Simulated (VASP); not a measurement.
Set up this calculation in VASP 6.6.1, as the native input.

```yaml
Task: electric field gradients
Functional: PBE
Potentials_or_basis: VASP PAW PBE potentials, release 64 (Ga_d, N)
Cutoff: 520 eV
k_mesh: 13 × 13 × 13
Occupations: fermi-dirac, width 0.05 eV
Spin: no spin polarisation
Dipole_correction: no
Further_INCAR_settings: ALGO = Normal; EDIFF = 1e-08; NBANDS = 16
```

The structure of GaN (rocksalt type) lies in POSCAR:

```
GaN
1.0
    0.0000000000      2.0700981178      2.1341217709
    2.0700981178      0.0000000000      2.1341217709
    2.0700981178      2.0700981178      0.0000000000
Ga N
1 1
Direct
    0.0000000000      0.0000000000      0.0000000000
    0.5000000000      0.5000000000      0.5000000000
```

This cell differs from its parent crystal: x and y stretched by -3 %, z held.

The input as run:

INCAR

```
SYSTEM = GaN
PREC = Accurate ; ENCUT = 520
EDIFF = 1E-8 ; ISMEAR = -1
SIGMA = 0.05 ; LREAL = .FALSE.
LASPH = .TRUE. ; NELM = 100
ALGO = Normal ; ISIF = 2
LWAVE = .FALSE. ; LCHARG = .FALSE.
GGA = PE ; LEFG = .TRUE.
NBANDS = 16
```

KPOINTS

```
Automatic mesh
0
G
  13 13 13
  0 0 0
```

Potentials or basis: VASP PAW PBE potentials, release 64 (Ga_d, N).

Run with:

```bash
$ cat potpaw_PBE.64/Ga_d/POTCAR potpaw_PBE.64/N/POTCAR > POTCAR
$ mpirun -np 1 vasp_std > vasp.out
```

It gave:

The pressure is 16.0 GPa and the band gap on the k mesh is 0.77 eV, indirect (least direct gap 2.99 eV).

Caveat: the cell differs from its parent crystal (x and y stretched by -3 %, z held); without QUAD_EFG the Cq values of the log hold for a quadrupole moment of 1 mb, not for the nuclei.

Run time: 21 s on 1 thread of Intel(R) Xeon(R) 6975P-C (Granite Rapids), with other jobs on the host, peak memory 0.18 GiB.
